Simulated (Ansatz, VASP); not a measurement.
One calculation of WC, two programs

```
W C
1.0
     2.92188    0.00000    0.00000
    -1.46094    2.53043    0.00000
     0.00000    0.00000    2.84725
W C
1 1
Direct
  0.00000 0.00000 0.00000
  0.66667 0.33333 0.50000
```

Alike in both runs: functional PBE; k mesh 18 × 18 × 14; occupations gaussian, width 0.1 eV; no spin polarisation.

Ansatz relaxed the structure, and its values are those at the end. VASP's run is a single point on that final structure, the one shown.

```csv
,VASP,Ansatz
version,VASP 6.6.1,Ansatz 0.2.0
potentials or method,"VASP PAW PBE potentials, release 64 (W_sv, C), cutoff 600 eV","scalar-relativistic, plane waves, PAW"
valence electrons in the cell,18,18
```

Ansatz gave:

```
gap on the k mesh at the Fermi level (eV) : none
pressure (GPa)                            : 0.0
```

Q: Which values does VASP return?

A: gap on the k mesh at the Fermi level (eV): none; pressure (GPa): 0.9.

A gap of «none» marks a metal or a gap that the smearing closes.

Spin-orbit coupling is off throughout.
